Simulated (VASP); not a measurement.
The system is Bi.

```
Bi
1.0
     2.32642    1.34316    4.04033
    -2.32642    1.34316    4.04033
     0.00000   -2.68632    4.04033
Bi
2
Cartesian
  0.0000 0.0000 2.8363
  0.0000 0.0000 9.2847
```

* Program: VASP 6.6.1
* Task: relaxation of cell and atoms
* Functional: PBE
* Potentials or basis: VASP PAW PBE potentials, release 64 (Bi_d)
* Cutoff: 600 eV
* k mesh: 9 × 9 × 9
* Occupations: fermi-dirac, width 0.05 eV
* Spin: no spin polarisation

At the start: pressure -1.3 GPa; volume 37.88 Å³/atom.

Task: How do energy, volume and symmetry change on relaxing?

Result: Over 11 steps the energy falls by 5.1 meV/atom and the volume is 36.80 Å³/atom (-2.8 %); space group R-3m (No. 166, to 0.05 Å).

The path:
```tsv
step	energy change (eV)	largest force (eV/Å)	pressure (GPa)	volume (Å³)
1	0.0000	0.1089	-1.27	75.75
2	-0.0075	0.1049	0.68	72.52
3	-0.0098	0.0322	0.01	73.54
4	-0.0100	0.0168	0.01	73.52
5	-0.0102	0.0055	0.00	73.50
6	-0.0102	0.0087	0.00	73.50
7	-0.0102	0.0094	0.00	73.50
8	-0.0102	0.0067	0.01	73.51
9	-0.0103	0.0002	0.02	73.54
10	-0.0103	0.0038	-0.03	73.65
11	-0.0103	0.0028	0.00	73.59
```

Final structure:
```cif
data_structure
_symmetry_space_group_name_H-M 'P 1'
_symmetry_Int_Tables_number 1
_cell_length_a 4.8312
_cell_length_b 4.8312
_cell_length_c 4.8312
_cell_angle_alpha 56.664
_cell_angle_beta 56.664
_cell_angle_gamma 56.664
_cell_volume 73.59
loop_
_atom_site_label
_atom_site_type_symbol
_atom_site_fract_x
_atom_site_fract_y
_atom_site_fract_z
_atom_site_occupancy
Bi1 Bi 0.23385 0.23385 0.23385 1
Bi2 Bi 0.76615 0.76615 0.76615 1
```
